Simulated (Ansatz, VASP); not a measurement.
## Two plane-wave programs on SnTe

File POSCAR:

```
SnTe
1.0
    5.3879010630      0.0000000000      0.0000000000
   -2.6939505315      4.6660591936      0.0000000000
    0.0000000000      0.0000000000      6.4239308324
Sn Te
2 2
Direct
    0.3333333333      0.6666666667      0.2500000000
    0.6666666667      0.3333333333      0.7500000000
    0.6666666667      0.3333333333      0.2500000000
    0.3333333333      0.6666666667      0.7500000000
```

File INCAR.step1:

```
PREC = Accurate
ENCUT = 520
ISMEAR = 0
SIGMA = 0.01
LREAL = F
LASPH = T
NELM = 100
NBANDS = 28
GGA = PE
ALGO = Normal
EDIFF = 1E-4
LWAVE = T
LCHARG = F
```

INCAR.step2

```
PREC = Accurate
ENCUT = 520
EDIFF = 1E-7
ISMEAR = 0
SIGMA = 0.01
LREAL = F
LASPH = T
NELM = 100
ALGO = Normal
ISIF = 2
LWAVE = F
LCHARG = F
METAGGA = R2SCAN
LMIXTAU = T
NBANDS = 28
ISTART = 1
```

Contents of KPOINTS:

```
Automatic mesh
0
Gamma
  6 6 4
```

Input for Ansatz:

```yaml
crystal:
  lattice:
    - [5.387901063, 0.0, 0.0]
    - [-2.6939505315, 4.6660591936, 0.0]
    - [0.0, 0.0, 6.4239308324]
  atoms:
    - { symbol: Sn, position: [0.3333333333, 0.6666666667, 0.25] }
    - { symbol: Sn, position: [0.6666666667, 0.3333333333, 0.75] }
    - { symbol: Te, position: [0.6666666667, 0.3333333333, 0.25] }
    - { symbol: Te, position: [0.3333333333, 0.6666666667, 0.75] }
kpoints:
  mp_grid: { grid: [6, 6, 4] }
  band_path:
    path:
      - [0.0, 0.0, 0.0]
      - [0.5, 0.0, 0.0]
      - [0.3333333333, 0.3333333333, 0.0]
      - [0.0, 0.0, 0.5]
      - [0.5, 0.0, 0.5]
      - [0.3333333333, 0.3333333333, 0.5]
    npoints: 1
hamiltonian:
  xc: r2scan
scf:
  occupations: { method: fixed }
  n_extra_bands: 5
output:
  forces: true
  stress: true
  eigenvalues: true
```

Alike in both runs: task single point; functional r2SCAN; k mesh 6 × 6 × 4; no spin polarisation.

|  | VASP | Ansatz |
| --- | --- | --- |
| version | VASP 6.6.1 | Ansatz 0.2.0 |
| potentials or method | VASP PAW PBE potentials, release 64 (Sn_d, Te) | plane waves, PAW |
| plane-wave cutoff (eV) | 520 | 500 |
| occupations | gaussian, width 0.01 eV | fixed |
| valence electrons in the cell | 40 | 60 |

|  | VASP | Ansatz | Ansatz less VASP |
| --- | --- | --- | --- |
| gap on the k mesh at the Fermi level (eV) | 0.51 | 0.51 | +0.002 |
| pressure (GPa) | 0.0 | 0.0 | 0.00 |

VASP's potentials were made for PBE, not for r2SCAN. VASP's potentials hold 40 valence electrons a cell and Ansatz's 60, so a difference there can come from the potentials and not from the codes.

Spin-orbit coupling is off throughout.
